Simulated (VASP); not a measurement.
Here is a VASP 6.6.1 calculation.

INCAR

```
SYSTEM = In3As
ALGO = Normal
EDIFF = 1E-7
EDIFFG = -0.04
ENCUT = 600
GGA = PE
IBRION = 2
ISIF = 3
ISMEAR = 0
LASPH = .True.
LCHARG = .False.
LREAL = .False.
LWAVE = .False.
NELM = 80
NSW = 90
PREC = Accurate
SIGMA = 0.1
```

KPOINTS

```
k-points
0
Gamma
  6 6 2
  0 0 0
```

Contents of POSCAR:

```
In3As
1.0
    3.6175927343      0.0000000000      0.0000000000
    0.0000000000      3.6175927343      0.0000000000
    0.0000000000      0.0000000000      8.9157641592
In As
3 1
Direct
    0.5000000000      0.5000000000      0.2061855840
    0.5000000000      0.5000000000      0.7938144160
    0.0000000000      0.0000000000      0.0000000000
    0.5000000000      0.5000000000      0.5000000000
```

Potentials or basis: VASP PAW PBE potentials, release 64 (In_d, As).

Launch:

```console
$ cat potpaw_PBE.64/In_d/POTCAR potpaw_PBE.64/As/POTCAR > POTCAR
$ mpirun -np 1 vasp_std > vasp.out
```

(1) Estimate the space group after relaxing (to 0.05 Å).

(2) Estimate the relaxed cell.

(3) Predict the band gap on the k mesh.

(4) Estimate the relaxed volume.

Answers

(1) P4/mmm (No. 123).

(2) a = 3.035 Å, b = 3.035 Å, c = 11.393 Å, α = 90.00°, β = 90.00°, γ = 90.00°.

(3) zero (band 22 reaches 9.36 eV, above the bottom of band 23 at 5.02 eV).

(4) 26.24 Å³/atom.

Caveat: spin-orbit coupling is left out, which moves the levels of the heavy elements.
